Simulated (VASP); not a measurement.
# Ga (Cmcm) in VASP: further runs

Ga is run at these levels: LDA; tasks: single point.

All numbers are computed with VASP 6.6.1; they aren't measurements. Logs are shortened: lines on timing, memory, paths and dates and some standing lists are left out, and cuts for length are marked.

## Step 1: The cell of the first run

It takes space group Cmcm (No. 63, orthorhombic). The conventional cell has a = 2.900 Å, b = 8.130 Å, c = 3.170 Å, α = 90.00°, β = 90.00°, γ = 90.00°. Within 3.5 Å of Ga (site symmetry m2m) lie 10 Ga at 2.68 to 3.17 Å.

## Step 2: Single point, LDA

INCAR

```
  PREC = Accurate
  ENCUT = 520
  EDIFF = 1E-7
  ISMEAR = -1
  SIGMA = 0.1
  LREAL = False
  LASPH = True
  NELM = 60
  ALGO = Normal
  ISIF = 2
  LWAVE = False
  LCHARG = True
  GGA = CA
  LELF = True
  LVHAR = True
  NBANDS = 20
```

KPOINTS

```
Automatic mesh
0
Gamma
  11 11 9
```

POSCAR

```
Ga
1.0
    1.4500000000     -4.0650000000      0.0000000000
    1.4500000000      4.0650000000      0.0000000000
    0.0000000000      0.0000000000      3.1700000000
Ga
2
Direct
    0.8670000000      0.1330000000      0.2500000000
    0.1330000000      0.8670000000      0.7500000000
```

Potentials or basis: VASP PAW LDA potentials, release 64 (Ga_d).

Launch:

```
> cat potpaw_LDA.64/Ga_d/POTCAR > POTCAR
> mpirun -np 1 vasp_std > vasp.out
```

OUTCAR:

```text
PREC = Accurate
   ENCUT = 520
   EDIFF = 1E-7
   ISMEAR = -1
   LREAL = False
   LASPH = True
   NELM = 60
   ISIF = 2
   GGA = CA

 ion  position               nearest neighbor table
   1  0.867  0.133  0.250-   2 2.68   2 2.68   2 2.87   2 2.87   2 2.87   2 2.87
   2  0.133  0.867  0.750-   1 2.68   1 2.68   1 2.87   1 2.87   1 2.87   1 2.87

  LATTYP: Found a base centered orthorhombic cell.
 ALAT       =     2.9000000000
 B/A-ratio  =     2.8034482759
 C/A-ratio  =     1.0931034483

  Lattice vectors:

 A1 = (   1.4500000000,  -4.0650000000,   0.0000000000)
 A2 = (   1.4500000000,   4.0650000000,   0.0000000000)
 A3 = (   0.0000000000,   0.0000000000,   3.1700000000)

Analysis of symmetry for initial positions (statically):
=====================================================================
 Subroutine PRICEL returns:
 Original cell was already a primitive cell.

 Routine SETGRP: Setting up the symmetry group for a
 base centered orthorhombic supercell.

 Subroutine GETGRP returns: Found  8 space group operations
 (whereof  4 operations were pure point group operations)
 out of a pool of  8 trial point group operations.

The static configuration has the point symmetry C_2h.
 The point group associated with its full space group is D_2h.

Analysis of symmetry for dynamics (positions and initial velocities):
=====================================================================
 Subroutine PRICEL returns:
 Original cell was already a primitive cell.

 Routine SETGRP: Setting up the symmetry group for a
 base centered orthorhombic supercell.

 Subroutine GETGRP returns: Found  8 space group operations
 (whereof  4 operations were pure point group operations)
 out of a pool of  8 trial point group operations.

The dynamic configuration has the point symmetry C_2h.
 The point group associated with its full space group is D_2h.

 Subroutine INISYM returns: Found  8 space group operations
 (whereof  4 operations are pure point group operations),
 and found     1 'primitive' translations

----------------------------------------------------------------------------------------

                                     Primitive cell

  volume of cell :      37.3695

  direct lattice vectors                    reciprocal lattice vectors
     1.450000000 -4.065000000  0.000000000     0.344827586 -0.123001230  0.000000000
     1.450000000  4.065000000  0.000000000     0.344827586  0.123001230  0.000000000
     0.000000000  0.000000000  3.170000000     0.000000000  0.000000000  0.315457413

  length of vectors
     4.315868974  4.315868974  3.170000000     0.366108409  0.366108409  0.315457413

  position of ions in fractional coordinates (direct lattice)
     0.867000000  0.133000000  0.250000000
     0.133000000  0.867000000  0.750000000

  ion indices of the primitive-cell ions
   primitive index   ion index
                 1           1
                 2           2

----------------------------------------------------------------------------------------

 KPOINTS: Automatic mesh

Automatic generation of k-mesh.
 Grid dimensions read from file:
 generate k-points for:   11   11    9

 Generating k-lattice:

  Cartesian coordinates                     Fractional coordinates (reciprocal lattice)
     0.031347962 -0.011181930  0.000000000     0.090909091  0.000000000  0.000000000
     0.031347962  0.011181930  0.000000000     0.000000000  0.090909091  0.000000000
     0.000000000  0.000000000  0.035050824     0.000000000  0.000000000  0.111111111

  Length of vectors
     0.033282583  0.033282583  0.035050824

  Shift w.r.t. Gamma in fractional coordinates (k-lattice)
     0.000000000  0.000000000  0.000000000

 Subroutine IBZKPT returns following result:
 ===========================================

 Found    180 irreducible k-points:

 Following reciprocal coordinates:
            Coordinates               Weight
  0.000000  0.000000  0.000000      1.000000
  0.090909 -0.000000  0.000000      4.000000
  0.181818 -0.000000  0.000000      4.000000
  0.272727  0.000000  0.000000      4.000000
  0.363636  0.000000  0.000000      4.000000
  0.454545  0.000000  0.000000      4.000000
[... 16 lines left out ...]
 -0.272727  0.181818  0.000000      4.000000
 -0.181818  0.181818  0.000000      2.000000
 [... further k-points ...]
   k-points           NKPTS =    180   k-points in BZ     NKDIM =    180   number of bands    NBANDS=     20
   number of dos      NEDOS =    301   number of ions     NIONS =      2
   total plane-waves  NPLWV =  24576
   dimension x,y,z NGX =    32 NGY =   32 NGZ =   24
   dimension x,y,z NGXF=    64 NGYF=   64 NGZF=   48
   ions per type =               2
   NGX,Y,Z   is equivalent  to a cutoff of  12.33, 12.33, 12.59 a.u.
   NGXF,Y,Z  is equivalent  to a cutoff of  24.65, 24.65, 25.17 a.u.
 SYSTEM =  unknown system
   PREC   = accura    normal or accurate (medium, high low for compatibility)
   ISTART =      0    job   : 0-new  1-cont  2-samecut
   ICHARG =      2    charge: 1-file 2-atom 10-const
   ISPIN  =      1    spin polarized calculation?
   LNONCOLLINEAR =      F non collinear calculations
   LSORBIT =      F    spin-orbit coupling
   LASPH  =      T    aspherical Exc in radial PAW
   ENCUT  =  520.0 eV  38.22 Ry    6.18 a.u.   8.02  8.02  5.89*2*pi/ulx,y,z
   NELM   =     60;   NELMIN=  2; NELMDL= -5     # of ELM steps
   EDIFF  = 0.1E-06   stopping-criterion for ELM
   LREAL  =      F    real-space projection
   EDIFFG = 0.1E-05   stopping-criterion for IOM
   NSW    =      0    number of steps for IOM
   IBRION =     -1    ionic relax: 0-MD 1-quasi-New 2-CG
   NFREE  =      0    steps in history (QN), initial steepest desc. (CG)
   ISIF   =      2    stress and relaxation
   ISYM   =      2    0-nonsym 1-usesym 2-fastsym
   POTIM  = 0.5000    time-step for ionic-motion
   TEBEG  =    0.0;   TEEND  =   0.0 temperature during run
   PSTRESS=    0.0 pullay stress
   NELECT =      26.0000    total number of electrons
   NUPDOWN=      -1.0000    fix difference up-down
   EMIN   =  10.00;   EMAX   =-10.00  energy-range for DOS
   EFERMI =   0.00;   METHOD = LEGACY
   ISMEAR =    -1;   SIGMA  =   0.10  broadening in eV -4-tet -1-fermi 0-gaus
   EFERMI_NEDOS =   21; number of points for ismear=-14 and -15
   IALGO  =     38    algorithm
   IMIX   =      4    mixing-type and parameters
     AMIX     =   0.40;   BMIX     =  1.00
     AMIX_MAG =   1.60;   BMIX_MAG =  1.00
  volume/ion in A,a.u.               =      18.68       126.09
  Fermi-wavevector in a.u.,A,eV,Ry     =   1.450641  2.741314 28.631555  2.104360
  Thomas-Fermi vector in A             =   2.568230
   LORBIT       =      0    0 simple, 1 ext, 2 COOP (PROOUT), +10 PAW based schemes
   GGA     = CA    functional components
   LHFCALC =     F    Hartree Fock is set to
   AEXX    =    0.0000 exact exchange contribution
   IVDW    =     0    specifies the selected vdW correction
   LEPSILON=     F    determine dielectric tensor
   LRPA    =     F    only Hartree local field effects (RPA)
 non-spin polarized calculation
  energy-cutoff  :      520.00
  volume of cell :       37.37
 maximum number of plane-waves:      1024
   NGX = 17   NGY = 17   NGZ = 11

 number of electron      26.0000003 magnetization

 Free energy of the ion-electron system (eV)
  ---------------------------------------------------
  ext. energy  EPLUGINS =         0.00000000
  ---------------------------------------------------
  free energy    TOTEN  =        -7.11641992 eV

  energy without entropy =       -7.08931574  energy(sigma->0) =       -7.10286783

 E-fermi :   5.3639     XC(G=0): -11.3315

 val. band max:        5.2960111540   @ k =   0.3636   0.0909   0.4444
 cond. band min:       5.3643132014   @ k =  -0.4545   0.2727   0.2222
 fundamental gap:      0.0683020473
 Fermi energy:         5.3638797992

 k-point     1 :       0.0000    0.0000    0.0000
  band No.  band energies     occupation
      1      -9.8821      2.00000
      2      -9.8610      2.00000
      3      -9.7879      2.00000
      4      -9.7732      2.00000
      5      -9.5844      2.00000
      6      -9.5674      2.00000
[... 12 lines left out ...]
     19      16.5222      0.00000
     20      17.2039      0.00000

 k-point     2 :       0.0909   -0.0000    0.0000
  band No.  band energies     occupation
      1      -9.8738      2.00000
      2      -9.8557      2.00000
      3      -9.7834      2.00000
      4      -9.7425      2.00000
      5      -9.5938      2.00000
      6      -9.5776      2.00000
[... 12 lines left out ...]
     19      17.1698      0.00000
     20      18.7409      0.00000

 k-point     3 :       0.1818   -0.0000    0.0000
  band No.  band energies     occupation
      1      -9.8520      2.00000
      2      -9.8417      2.00000
      3      -9.7583      2.00000
      4      -9.6866      2.00000
      5      -9.6118      2.00000
      6      -9.6059      2.00000
[... 12 lines left out ...]
     19      17.6164      0.00000
     20      21.2621      0.00000

 k-point     4 :       0.2727    0.0000    0.0000
  band No.  band energies     occupation
      1      -9.8244      2.00000
      2      -9.8240      2.00000
      3      -9.7301      2.00000
      4      -9.6918      2.00000
      5      -9.6448      2.00000
      6      -9.5688      2.00000
[... 12 lines left out ...]
     19      17.7087      0.00000
     20      20.0948      0.00000

 k-point     5 :       0.3636    0.0000    0.0000
  band No.  band energies     occupation
      1      -9.8085      2.00000
      2      -9.8048      2.00000
      3      -9.7275      2.00000
      4      -9.7086      2.00000
      5      -9.6828      2.00000
      6      -9.5732      2.00000
[... 12 lines left out ...]
     19      16.9193      0.00000
     20      18.6041      0.00000
[... 353 lines left out ...]
      6      -9.6077      2.00000
[... 12 lines left out ...]
     19      15.8374      0.00000
     20      17.2316      0.00000

 k-point    22 :      -0.3636    0.1818    0.0000
  band No.  band energies     occupation
      1      -9.8254      2.00000
      2      -9.7895      2.00000
      3      -9.7862      2.00000
      4      -9.6831      2.00000
      5      -9.6335      2.00000
      6      -9.6205      2.00000
[... 12 lines left out ...]
     19      15.9046      0.00000
     20      19.7325      0.00000

 k-point    23 :      -0.2727    0.1818    0.0000
  band No.  band energies     occupation
      1      -9.8592      2.00000
      2      -9.8179      2.00000
      3      -9.8071      2.00000
      4      -9.6812      2.00000
      5      -9.6466      2.00000
      6      -9.6021      2.00000
[... 12 lines left out ...]
     19      15.9916      0.00000
     20      17.4627      0.00000

 k-point    24 :      -0.1818    0.1818    0.0000
  band No.  band energies     occupation
      1      -9.8700      2.00000
      2      -9.8313      2.00000
      3      -9.8269      2.00000
      4      -9.7116      2.00000
      5      -9.6294      2.00000
      6      -9.5858      2.00000
[... 12 lines left out ...]
     19      15.6575      0.00000
     20      16.2032      0.00000

 [... further k-points ...]
[... 5 lines left out ...]
  --------------------------------------------------------------------------------------
  -------------------------------------------------------------------------------------
  Total       -1.1370671     -1.0217351     -0.4491059      0.0000000     -0.0000000      0.0000000
  in kB      -48.7504766    -43.8057457    -19.2549120      0.0000000     -0.0000000      0.0000000
  external PRESSURE =     -37.2703781 kB  Pullay stress =       0.0000000 kB

 VOLUME and BASIS-vectors are now :
 -----------------------------------------------------------------------------
  energy-cutoff  :      520.00
  volume of cell :       37.37
      direct lattice vectors                 reciprocal lattice vectors
     1.450000000 -4.065000000  0.000000000     0.344827586 -0.123001230  0.000000000
     1.450000000  4.065000000  0.000000000     0.344827586  0.123001230  0.000000000
     0.000000000  0.000000000  3.170000000     0.000000000  0.000000000  0.315457413

 POSITION                                       TOTAL-FORCE (eV/Angst)
 -----------------------------------------------------------------------------------
      1.45000     -2.98371      0.79250         0.000000      0.205523     -0.000000
      1.45000      2.98371      2.37750         0.000000     -0.205523      0.000000
 -----------------------------------------------------------------------------------
    total drift:                                0.000000      0.000000     -0.000000

  FREE ENERGIE OF THE ION-ELECTRON SYSTEM (eV)
  ---------------------------------------------------
  free  energy   TOTEN  =        -7.1164199224 eV

  energy  without entropy=       -7.0893157425  energy(sigma->0) =       -7.10286783
```

Run time: 78 s. Hardware: 1 thread of AMD EPYC 9R45 (Zen 5), shared host; peak memory 0.19 GiB.

Results:

```yaml
Free_energy: -7.1164 eV
Pressure: -3.7 GPa
Largest_force: 0.206 eV/Å
Band_gap_on_the_k_mesh: zero (bands 13 and 14 overlap by 8.27 eV)
```

Forces on the atoms (eV/Å):
```
Ga   0.000  0.206  0.000
Ga   0.000 -0.206  0.000
```

Stress tensor (GPa, compression positive):
```
-4.88  0.00  0.00
 0.00 -4.38  0.00
 0.00  0.00 -1.93
```

Caveat: the cell stands under tension.

## Step 3: Single point, LDA

This run uses another cell than the first one, of 19.18 Å³/atom.

INCAR

```
  PREC = Accurate
  ENCUT = 520
  EDIFF = 1E-6
  ISMEAR = -1
  SIGMA = 0.1
  LREAL = False
  LASPH = True
  NELM = 100
  ALGO = Normal
  ISIF = 2
  LWAVE = False
  LCHARG = False
  GGA = CA
  NBANDS = 20
```

KPOINTS is that of step 2.

POSCAR

```
Ga
1.0
    1.4627759887     -4.1008168235      0.0000000000
    1.4627759887      4.1008168235      0.0000000000
    0.0000000000      0.0000000000      3.1979309546
Ga
2
Direct
    0.8670000000      0.1330000000      0.2500000000
    0.1330000000      0.8670000000      0.7500000000
```

Potentials or basis: VASP PAW LDA potentials, release 64 (Ga_d).

Launch:

```
> cat potpaw_LDA.64/Ga_d/POTCAR > POTCAR
> mpirun -np 1 vasp_std > vasp.out
```

Run time: 67 s. Hardware: 1 thread of AMD EPYC 9R45 (Zen 5), shared host; peak memory 0.19 GiB.

Results (log left out):

```
Free energy            : -7.0896 eV
Pressure               : -4.9 GPa
Largest force          : 0.191 eV/Å
Band gap on the k mesh : zero (bands 13 and 14 overlap by 8.10 eV)
```

Forces on the atoms (eV/Å):
```
Ga   0.000  0.191  0.000
Ga   0.000 -0.191  0.000
```

Stress tensor (GPa, compression positive):
```
-5.85  0.00  0.00
 0.00 -5.50  0.00
 0.00  0.00 -3.37
```

Levels at points of the mesh, in eV from the Fermi level:
| k point | band 11 | band 12 | band 13 | band 14 | band 15 | band 16 |
| --- | --- | --- | --- | --- | --- | --- |
| (0.00, 0.00, 0.00) | -11.00 | -2.14 | -1.68 | 2.86 | 6.63 | 7.65 |

Caveat: the cell stands under tension.

## Step 4: Single point, LDA

This run uses another cell than the first one, of 19.68 Å³/atom.

INCAR

```
SYSTEM = Ga
PREC = Accurate
ENCUT = 520
EDIFF = 1E-7
ISMEAR = -1
SIGMA = 0.1
LREAL = .False.
LASPH = .True.
NELM = 100
ALGO = Normal
ISIF = 2
LWAVE = .False.
LCHARG = .True.
GGA = CA
LELF = .True.
LVHAR = .True.
NBANDS = 20
```

KPOINTS

```
regular mesh
0
Gamma
  11 11 9
  0 0 0
```

POSCAR

```
Ga
1.0
    1.4753326199     -4.1360186897      0.0000000000
    1.4753326199      4.1360186897      0.0000000000
    0.0000000000      0.0000000000      3.2253823484
Ga
2
Direct
    0.8670000000      0.1330000000      0.2500000000
    0.1330000000      0.8670000000      0.7500000000
```

Launch:

```
> cat potpaw_LDA.64/Ga_d/POTCAR > POTCAR
> mpirun -np 1 vasp_std > vasp.out
```

Wall time 93 s (1 thread of AMD EPYC 9R45 (Zen 5), shared host); peak memory 0.2 GiB.

It converged, with:

| Property | Result |
| --- | --- |
| Free energy | -7.0566 eV |
| Pressure | -5.7 GPa |
| Largest force | 0.177 eV/Å |
| Band gap on the k mesh | zero (bands 13 and 14 overlap by 7.94 eV) |

Forces on the atoms (eV/Å):
```
Ga   0.000  0.177  0.000
Ga   0.000 -0.177  0.000
```

Stress tensor (GPa, compression positive):
```
-6.51  0.00  0.00
 0.00 -6.27  0.00
 0.00  0.00 -4.40
```

Levels at points of the mesh, in eV from the Fermi level:
| k point | band 11 | band 12 | band 13 | band 14 | band 15 | band 16 |
| --- | --- | --- | --- | --- | --- | --- |
| (0.00, 0.00, 0.00) | -10.80 | -2.05 | -1.74 | 2.83 | 6.56 | 7.51 |

Caveat: the cell stands under tension.

(Part 1 of 2 ends here.)
